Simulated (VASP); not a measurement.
# Si4PI (P-6m2) in VASP: notebook

The runs below take Si4PI through single point, relaxation of cell and atoms, with PBE.

Everything below comes from runs of VASP 6.6.1. Logs are shortened: lines on timing, memory, paths and dates and some standing lists are left out, and cuts for length are marked.

## (1) The cell of the first run

The structure is hexagonal, space group P-6m2 (No. 187). Conventional cell: a = 5.606 Å, b = 5.606 Å, c = 4.214 Å, α = 90.00°, β = 90.00°, γ = 120.00°. Si (site symmetry -6m2) has 6 Si at 2.75 Å and 3 P at 3.24 Å and 3 I at 3.24 Å within 3.6 Å. Within 3.6 Å of Si (site symmetry mm2) lie 6 Si at 2.54 to 3.06 Å and 2 P at 2.57 Å and 4 I at 3.51 Å. P (site symmetry -6m2) has 9 Si at 2.57 to 3.24 Å and 3 I at 3.24 Å within 3.4 Å. Within 4.3 Å of I (site symmetry -6m2) lie 15 Si at 3.24 to 3.51 Å and 3 P at 3.24 Å and 2 I at 4.21 Å.

The cell was generated, and may not be a known phase.

## (2) Single point, PBE

INCAR

```
SYSTEM = Si4PI
PREC = Accurate
ENCUT = 520
EDIFF = 1E-6
ISMEAR = 0
SIGMA = 0.1
LREAL = .False.
LASPH = .True.
NELM = 80
ALGO = Normal
ISIF = 2
LWAVE = .False.
LCHARG = .False.
GGA = PE
NBANDS = 23
```

KPOINTS

```
regular mesh
0
Gamma
  3 3 4
  0 0 0
```

POSCAR

```
Si4PI
1.0
    5.6057823564      0.0000000028      0.0000000000
   -2.8028911806      4.8547499273      0.0000000000
    0.0000000000      0.0000000000      4.2139108979
Si P I
4 1 1
Direct
    0.6666666667      0.3333333333      0.0000000000
    1.0311152925      0.5155576463      0.5000000000
    0.4844423537      0.5155576463      0.5000000000
    0.4844423537     -0.0311152925      0.5000000000
    0.3333333333      0.6666666667      0.0000000000
    0.0000000000      0.0000000000      0.0000000000
```

Potentials or basis: VASP PAW PBE potentials, release 64 (Si, P, I).

Launch:

```console
$ cat potpaw_PBE.64/Si/POTCAR potpaw_PBE.64/P/POTCAR potpaw_PBE.64/I/POTCAR > POTCAR
$ mpirun -np 1 vasp_std > vasp.out
```

OUTCAR:

```text
SYSTEM = Si4PI
   PREC = Accurate
   ENCUT = 520
   EDIFF = 1E-6
   ISMEAR = 0
   LREAL = .False.
   LASPH = .True.
   NELM = 80
   ISIF = 2
   GGA = PE

 ion  position               nearest neighbor table
   1  0.667  0.333  0.000-   4 2.75   4 2.75   2 2.75   2 2.75   3 2.75   3 2.75   6 3.24   6 3.24
                             6 3.24
   2  0.031  0.516  0.500-   4 2.54   3 2.54   5 2.57   5 2.57   1 2.75   1 2.75   4 3.06   3 3.06

   3  0.484  0.516  0.500-   4 2.54   2 2.54   5 2.57   5 2.57   1 2.75   1 2.75   4 3.06   2 3.06

   4  0.484  0.969  0.500-   3 2.54   2 2.54   5 2.57   5 2.57   1 2.75   1 2.75   3 3.06   2 3.06

   5  0.333  0.667  0.000-   4 2.57   4 2.57   3 2.57   3 2.57   2 2.57   2 2.57   6 3.24   6 3.24
                             6 3.24
   6  0.000  0.000  0.000-   1 3.24   5 3.24   5 3.24   1 3.24   1 3.24   5 3.24

  LATTYP: Found a hexagonal cell.
 ALAT       =     5.6057823564
 C/A-ratio  =     0.7517079027

  Lattice vectors:

 A1 = (   5.6057823564,   0.0000000028,   0.0000000000)
 A2 = (  -2.8028911806,   4.8547499273,   0.0000000000)
 A3 = (   0.0000000000,   0.0000000000,   4.2139108979)

Analysis of symmetry for initial positions (statically):
=====================================================================
 Subroutine PRICEL returns:
 Original cell was already a primitive cell.

 Routine SETGRP: Setting up the symmetry group for a
 hexagonal supercell.

 Subroutine GETGRP returns: Found 12 space group operations
 (whereof 12 operations were pure point group operations)
 out of a pool of 24 trial point group operations.

The static configuration has the point symmetry D_3h.

Analysis of symmetry for dynamics (positions and initial velocities):
=====================================================================
 Subroutine PRICEL returns:
 Original cell was already a primitive cell.

 Routine SETGRP: Setting up the symmetry group for a
 hexagonal supercell.

 Subroutine GETGRP returns: Found 12 space group operations
 (whereof 12 operations were pure point group operations)
 out of a pool of 24 trial point group operations.

The dynamic configuration has the point symmetry D_3h.

 Subroutine INISYM returns: Found 12 space group operations
 (whereof 12 operations are pure point group operations),
 and found     1 'primitive' translations

[... 87 lines left out ...]
   LREAL  =      F    real-space projection
   EDIFFG = 0.1E-04   stopping-criterion for IOM
   NSW    =      0    number of steps for IOM
   IBRION =     -1    ionic relax: 0-MD 1-quasi-New 2-CG
   NFREE  =      0    steps in history (QN), initial steepest desc. (CG)
   ISIF   =      2    stress and relaxation
   ISYM   =      2    0-nonsym 1-usesym 2-fastsym
   POTIM  = 0.5000    time-step for ionic-motion
   TEBEG  =    0.0;   TEEND  =   0.0 temperature during run
   PSTRESS=    0.0 pullay stress
   NELECT =      28.0000    total number of electrons
   NUPDOWN=      -1.0000    fix difference up-down
   EMIN   =  10.00;   EMAX   =-10.00  energy-range for DOS
   EFERMI =   0.00;   METHOD = LEGACY
   ISMEAR =     0;   SIGMA  =   0.10  broadening in eV -4-tet -1-fermi 0-gaus
   EFERMI_NEDOS =   21; number of points for ismear=-14 and -15
   IALGO  =     38    algorithm
   IMIX   =      4    mixing-type and parameters
     AMIX     =   0.40;   BMIX     =  1.00
     AMIX_MAG =   1.60;   BMIX_MAG =  1.00
  volume/ion in A,a.u.               =      19.11       128.98
  Fermi-wavevector in a.u.,A,eV,Ry     =   1.023210  1.933586 14.244733  1.046958
  Thomas-Fermi vector in A             =   2.156931
   LORBIT       =      0    0 simple, 1 ext, 2 COOP (PROOUT), +10 PAW based schemes
   GGA     = PE    functional components
   LHFCALC =     F    Hartree Fock is set to
   AEXX    =    0.0000 exact exchange contribution
   IVDW    =     0    specifies the selected vdW correction
   LEPSILON=     F    determine dielectric tensor
   LRPA    =     F    only Hartree local field effects (RPA)
 non-spin polarized calculation
 Gauss-broadening in eV      SIGMA  =   0.10
  energy-cutoff  :      520.00
  volume of cell :      114.68
 maximum number of plane-waves:      3106
 NGX is ok and might be reduce to    42
   NGX = 21   NGY = 21   NGZ = 15

 number of electron      28.0000000 magnetization

 Free energy of the ion-electron system (eV)
  ---------------------------------------------------
  ext. energy  EPLUGINS =         0.00000000
  ---------------------------------------------------
  free energy    TOTEN  =       -24.70381196 eV

  energy without entropy =      -24.67053304  energy(sigma->0) =      -24.68717250

 E-fermi :   7.5977     XC(G=0): -10.3405

 val. band max:        7.5735931605   @ k =   0.3333   0.0000   0.2500
 cond. band min:       7.6431585181   @ k =   0.3333   0.0000   0.5000
 fundamental gap:      0.0695653576
 Fermi energy:         7.5977203856

 k-point     1 :       0.0000    0.0000    0.0000
  band No.  band energies     occupation
      1      -6.6323      2.00000
      2      -4.0986      2.00000
      3      -0.9072      2.00000
      4       0.6624      2.00000
      5       0.6624      2.00000
      6       2.0239      2.00000
[... 223 lines left out ...]
     22      12.1752      0.00000
     23      12.9503      0.00000

------------------------ aborting loop because EDIFF is reached ----------------------------------------

  FORCE on cell =-STRESS in cart. coord.  units (eV):
  Direction    XX          YY          ZZ          XY          YZ          ZX
  --------------------------------------------------------------------------------------
  -------------------------------------------------------------------------------------
  Total       -0.0162665     -0.0162665      0.1702559     -0.0000000      0.0000000      0.0000000
  in kB       -0.2272565     -0.2272565      2.3786161     -0.0000000      0.0000000      0.0000000
  external PRESSURE =       0.6413677 kB  Pullay stress =       0.0000000 kB

 VOLUME and BASIS-vectors are now :
 -----------------------------------------------------------------------------
  energy-cutoff  :      520.00
  volume of cell :      114.68
      direct lattice vectors                 reciprocal lattice vectors
     5.605782356  0.000000003  0.000000000     0.178387232  0.102991917  0.000000000
    -2.802891181  4.854749927  0.000000000    -0.000000000  0.205983833  0.000000000
     0.000000000  0.000000000  4.213910898     0.000000000  0.000000000  0.237309242

 POSITION                                       TOTAL-FORCE (eV/Angst)
 -----------------------------------------------------------------------------------
      2.80289      1.61825      0.00000        -0.000000      0.000000      0.000000
     -1.27063      2.50290      2.10696         0.008525      0.004922     -0.000000
      1.27063      2.50290      2.10696        -0.008525      0.004922     -0.000000
     -0.00000      4.70369      2.10696         0.000000     -0.009844     -0.000000
     -0.00000      3.23650      0.00000        -0.000000     -0.000000      0.000000
      0.00000      0.00000      0.00000        -0.000000      0.000000      0.000000
 -----------------------------------------------------------------------------------
    total drift:                                0.000000     -0.000000     -0.000000

  FREE ENERGIE OF THE ION-ELECTRON SYSTEM (eV)
  ---------------------------------------------------
  free  energy   TOTEN  =       -24.7038119640 eV

  energy  without entropy=      -24.6705330370  energy(sigma->0) =      -24.68717250
```

stdout:

```text
POSCAR found type information on POSCAR SiP I
 POSCAR found :  3 types and       6 ions
 scaLAPACK will be used
 LDA part: xc-table for (Slater+PW92), standard interpolation
 POSCAR, INCAR and KPOINTS ok, starting setup
 FFT: planning ... GRIDC
 FFT: planning ... GRID_SOFT
 FFT: planning ... GRID
 WAVECAR not read
 entering main loop
```

Wall time 30 s (1 thread of Intel Xeon Platinum 8259CL at 2.50GHz (Skylake/Cascade Lake), shared host); peak memory 0.23 GiB.

What came out:

| Item | Value |
| --- | --- |
| Free energy | -24.7038 eV |
| Pressure | 0.1 GPa |
| Largest force | 0.010 eV/Å |
| Band gap on the k mesh | zero (bands 14 and 15 overlap by 1.95 eV) |

Forces on the atoms (eV/Å):
```
Si   0.000  0.000  0.000
Si   0.009  0.005  0.000
Si  -0.009  0.005  0.000
Si   0.000 -0.010  0.000
P    0.000  0.000  0.000
I    0.000  0.000  0.000
```

Caveat: the k points lie up to 0.43 Å⁻¹ apart, too coarse for converged energies and pressures of a metal; spin-orbit coupling is left out, which moves the levels of the heavy elements.

## (3) Single point, PBE

This run uses another cell than the first one, of 22.23 Å³/atom.

INCAR

```
ALGO = Normal
EDIFF = 1E-6
ENCUT = 520
GGA = PE
ISIF = 2
ISMEAR = 0
LASPH = T
LCHARG = F
LREAL = F
LWAVE = F
NBANDS = 23
NELM = 80
PREC = Accurate
SIGMA = 0.1
```

KPOINTS

```
k-points
0
Gamma
  3 3 4
```

POSCAR

```
Si4PI
1.0
    5.8549326900      0.0000000000      0.0000000000
   -2.9274663500      5.0705204500      0.0000000000
    0.0000000000      0.0000000000      4.4926537000
Si P I
4 1 1
Direct
    0.6666666700      0.3333333300      0.0000000000
    0.9963070200      0.4981535100      0.5000000000
    0.5018464900      0.4981535100      0.5000000000
    0.5018464900      0.0036929800      0.5000000000
    0.3333333300      0.6666666700      0.0000000000
    0.0000000000      0.0000000000      0.0000000000
```

Potentials or basis: VASP PAW PBE potentials, release 64 (Si, P, I).

Launch:

```console
$ cat potpaw_PBE.64/Si/POTCAR potpaw_PBE.64/P/POTCAR potpaw_PBE.64/I/POTCAR > POTCAR
$ mpirun -np 1 vasp_std > vasp.out
```

OUTCAR:

```text
EDIFF = 1E-6
   ENCUT = 520
   GGA = PE
   ISIF = 2
   ISMEAR = 0
   LASPH = T
   LREAL = F
   NELM = 80
   PREC = Accurate

 ion  position               nearest neighbor table
   1  0.667  0.333  0.000-   2 2.80   2 2.80   4 2.80   4 2.80   3 2.80   3 2.80
   2  0.996  0.498  0.500-   1 2.80   1 2.80   5 2.82   5 2.82   3 2.90   4 2.90   3 2.96   4 2.96

   3  0.502  0.498  0.500-   1 2.80   1 2.80   5 2.82   5 2.82   2 2.90   4 2.90   2 2.96   4 2.96

   4  0.502  0.004  0.500-   1 2.80   1 2.80   5 2.82   5 2.82   2 2.90   3 2.90   2 2.96   3 2.96

   5  0.333  0.667  0.000-   2 2.82   2 2.82   4 2.82   4 2.82   3 2.82   3 2.82
   6  0.000  0.000  0.000-

  LATTYP: Found a hexagonal cell.
 ALAT       =     5.8549326900
 C/A-ratio  =     0.7673279844

  Lattice vectors:

 A1 = (   5.8549326900,   0.0000000000,   0.0000000000)
 A2 = (  -2.9274663500,   5.0705204500,   0.0000000000)
 A3 = (   0.0000000000,   0.0000000000,   4.4926537000)

Analysis of symmetry for initial positions (statically):
=====================================================================
 Subroutine PRICEL returns:
 Original cell was already a primitive cell.

 Routine SETGRP: Setting up the symmetry group for a
 hexagonal supercell.

 Subroutine GETGRP returns: Found 12 space group operations
 (whereof 12 operations were pure point group operations)
 out of a pool of 24 trial point group operations.

The static configuration has the point symmetry D_3h.

Analysis of symmetry for dynamics (positions and initial velocities):
=====================================================================
 Subroutine PRICEL returns:
 Original cell was already a primitive cell.

 Routine SETGRP: Setting up the symmetry group for a
 hexagonal supercell.

 Subroutine GETGRP returns: Found 12 space group operations
 (whereof 12 operations were pure point group operations)
[... 114 lines left out ...]
     AMIX_MAG =   1.60;   BMIX_MAG =  1.00
  volume/ion in A,a.u.               =      22.23       150.01
  Fermi-wavevector in a.u.,A,eV,Ry     =   0.972975  1.838656 12.880370  0.946680
  Thomas-Fermi vector in A             =   2.103317
   LORBIT       =      0    0 simple, 1 ext, 2 COOP (PROOUT), +10 PAW based schemes
   GGA     = PE    functional components
   LHFCALC =     F    Hartree Fock is set to
   AEXX    =    0.0000 exact exchange contribution
   IVDW    =     0    specifies the selected vdW correction
   LEPSILON=     F    determine dielectric tensor
   LRPA    =     F    only Hartree local field effects (RPA)
 non-spin polarized calculation
 Gauss-broadening in eV      SIGMA  =   0.10
  energy-cutoff  :      520.00
  volume of cell :      133.38
 maximum number of plane-waves:      3615
 NGX is ok and might be reduce to    48
   NGX = 21   NGY = 21   NGZ = 17

 number of electron      28.0000000 magnetization

 Free energy of the ion-electron system (eV)
  ---------------------------------------------------
  ext. energy  EPLUGINS =         0.00000000
  ---------------------------------------------------
  free energy    TOTEN  =       -23.93000502 eV

  energy without entropy =      -23.89959842  energy(sigma->0) =      -23.91480172

 E-fermi :   5.9776     XC(G=0):  -9.7393

 val. band max:        5.9425706208   @ k =   0.3333   0.0000   0.5000
 cond. band min:       6.0296463339   @ k =   0.0000   0.0000   0.0000
 fundamental gap:      0.0870757130
 Fermi energy:         5.9775909091

 k-point     1 :       0.0000    0.0000    0.0000
  band No.  band energies     occupation
      1      -7.2832      2.00000
      2      -4.9949      2.00000
      3      -2.6980      2.00000
      4      -0.4221      2.00000
      5      -0.4221      2.00000
      6       0.9237      2.00000
[... 223 lines left out ...]
     22      10.3993      0.00000
     23      10.4478      0.00000

------------------------ aborting loop because EDIFF is reached ----------------------------------------

  FORCE on cell =-STRESS in cart. coord.  units (eV):
  Direction    XX          YY          ZZ          XY          YZ          ZX
  --------------------------------------------------------------------------------------
  -------------------------------------------------------------------------------------
  Total       -5.6786110     -5.6786110     -7.7332789      0.0000000      0.0000000      0.0000000
  in kB      -68.2142824    -68.2142824    -92.8959689      0.0000001      0.0000000      0.0000000
  external PRESSURE =     -76.4415112 kB  Pullay stress =       0.0000000 kB

 VOLUME and BASIS-vectors are now :
 -----------------------------------------------------------------------------
  energy-cutoff  :      520.00
  volume of cell :      133.38
      direct lattice vectors                 reciprocal lattice vectors
     5.854932690  0.000000000  0.000000000     0.170796156  0.098609207  0.000000000
    -2.927466350  5.070520450  0.000000000     0.000000000  0.197218414  0.000000000
     0.000000000  0.000000000  4.492653700     0.000000000  0.000000000  0.222585596

 POSITION                                       TOTAL-FORCE (eV/Angst)
 -----------------------------------------------------------------------------------
      2.92747      1.69017      0.00000        -0.000000      0.000000      0.000000
      4.37498      2.52590      2.24633         0.327890      0.189307     -0.000000
      1.47995      2.52590      2.24633        -0.327890      0.189307     -0.000000
      2.92747      0.01873      2.24633         0.000000     -0.378615     -0.000000
     -0.00000      3.38035      0.00000        -0.000000      0.000000      0.000000
      0.00000      0.00000      0.00000        -0.000000     -0.000000      0.000000
 -----------------------------------------------------------------------------------
    total drift:                                0.000006     -0.000003     -0.000000

  FREE ENERGIE OF THE ION-ELECTRON SYSTEM (eV)
  ---------------------------------------------------
  free  energy   TOTEN  =       -23.9300050249 eV

  energy  without entropy=      -23.8995984170  energy(sigma->0) =      -23.91480172
```

OSZICAR:

```text
N       E                     dE             d eps       ncg     rms          rms(c)
DAV:   1     0.692056628661E+02    0.69206E+02   -0.10536E+04   414   0.995E+02
DAV:   2    -0.185812930701E+02   -0.87787E+02   -0.82329E+02   508   0.143E+02
DAV:   3    -0.240128220405E+02   -0.54315E+01   -0.52574E+01   549   0.316E+01
DAV:   4    -0.241009108740E+02   -0.88089E-01   -0.87869E-01   513   0.498E+00
DAV:   5    -0.241026277446E+02   -0.17169E-02   -0.17164E-02   542   0.697E-01    0.627E+00
DAV:   6    -0.239671245899E+02    0.13550E+00   -0.15079E-01   544   0.176E+00    0.365E+00
DAV:   7    -0.239307566608E+02    0.36368E-01   -0.11600E-01   520   0.141E+00    0.107E+00
DAV:   8    -0.239300938595E+02    0.66280E-03   -0.15280E-02   505   0.548E-01    0.466E-01
DAV:   9    -0.239300301056E+02    0.63754E-04   -0.11471E-03   520   0.161E-01    0.193E-01
DAV:  10    -0.239299990974E+02    0.31008E-04   -0.20542E-04   541   0.662E-02    0.357E-02
DAV:  11    -0.239300039006E+02   -0.48033E-05   -0.25284E-05   538   0.238E-02    0.134E-02
DAV:  12    -0.239300050429E+02   -0.11422E-05   -0.45123E-06   519   0.102E-02    0.773E-03
DAV:  13    -0.239300050249E+02    0.17955E-07   -0.56412E-07   361   0.376E-03
   1 F= -.23930005E+02 E0= -.23914802E+02  d E =-.304066E-01
```

It took 49 s on 1 thread of Intel Xeon Platinum 8259CL at 2.50GHz (Skylake/Cascade Lake), shared host; peak memory 0.27 GiB.

Results:

```yaml
Free_energy: -23.9300 eV
Pressure: -7.6 GPa
Largest_force: 0.379 eV/Å
Band_gap_on_the_k_mesh: zero (bands 14 and 15 overlap by 1.40 eV)
```

Forces in eV/Å, atoms in the order of the input:
```
Si   0.000  0.000  0.000
Si   0.328  0.189  0.000
Si  -0.328  0.189  0.000
Si   0.000 -0.379  0.000
P    0.000  0.000  0.000
I    0.000  0.000  0.000
```

Caveat: the k points lie up to 0.41 Å⁻¹ apart, too coarse for converged energies and pressures of a metal; spin-orbit coupling is left out, which moves the levels of the heavy elements.

## (4) Single point, PBE

This run uses another cell than the first one, of 18.79 Å³/atom.

INCAR

```
SYSTEM = Si4PI
  PREC = Accurate
  ENCUT = 520
  EDIFF = 1E-7
  ISMEAR = 0
  SIGMA = 0.1
  LREAL = .False.
  LASPH = .True.
  NELM = 60
  ALGO = Normal
  ISIF = 2
  LWAVE = .False.
  LCHARG = .False.
  GGA = PE
  NBANDS = 23
```

KPOINTS

```
Automatic mesh
0
Gamma
  6 6 4
  0 0 0
```

POSCAR

```
Si4PI
1.0
    5.5517321403      0.0000000000      0.0000000000
   -2.7758660701      4.8079410685      0.0000000000
    0.0000000000      0.0000000000      4.2236750249
Si P I
4 1 1
Direct
    0.6666666667      0.3333333333      0.0000000000
    0.0276923957      0.5138461978      0.5000000000
    0.4861538022      0.5138461978      0.5000000000
    0.4861538022      0.9723076043      0.5000000000
    0.3333333333      0.6666666667      0.0000000000
    0.0000000000      0.0000000000      0.0000000000
```

Launch:

```console
$ cat potpaw_PBE.64/Si/POTCAR potpaw_PBE.64/P/POTCAR potpaw_PBE.64/I/POTCAR > POTCAR
$ mpirun -np 1 vasp_std > vasp.out
```

It took 65 s on 1 thread of Intel Xeon Platinum 8259CL at 2.50GHz (Skylake/Cascade Lake), shared host; peak memory 0.25 GiB.

It converged, with:

| Quantity | Value |
| --- | --- |
| Free energy | -24.8474 eV |
| Pressure | 0.0 GPa |
| Largest force | 0.011 eV/Å |
| Band gap on the k mesh | zero (bands 14 and 15 overlap by 2.07 eV) |

Forces on the atoms (eV/Å):
```
Si   0.000  0.000  0.000
Si  -0.010 -0.006  0.000
Si   0.010 -0.006  0.000
Si   0.000  0.011  0.000
P    0.000  0.000  0.000
I    0.000  0.000  0.000
```

Levels at points of the mesh, in eV from the Fermi level:
```csv
k point,band 12,band 13,band 14,band 15,band 16,band 17
"(0.00, 0.00, 0.00)",-0.63,0.33,0.33,0.67,0.67,0.80
"(0.50, 0.00, 0.00)",-1.68,-1.34,-0.56,0.06,0.07,0.33
"(0.00, 0.00, 0.50)",-3.15,-2.43,-2.43,2.81,2.88,2.88
"(0.50, 0.00, 0.50)",-1.16,-0.33,0.29,0.59,0.68,1.52
```

Caveat: the k points lie up to 0.37 Å⁻¹ apart, too coarse for converged energies and pressures of a metal; spin-orbit coupling is left out, which moves the levels of the heavy elements.

(Part 1 of 2 ends here.)

The gap in the log of VASP goes by the Fermi energy; the results here count the filled bands.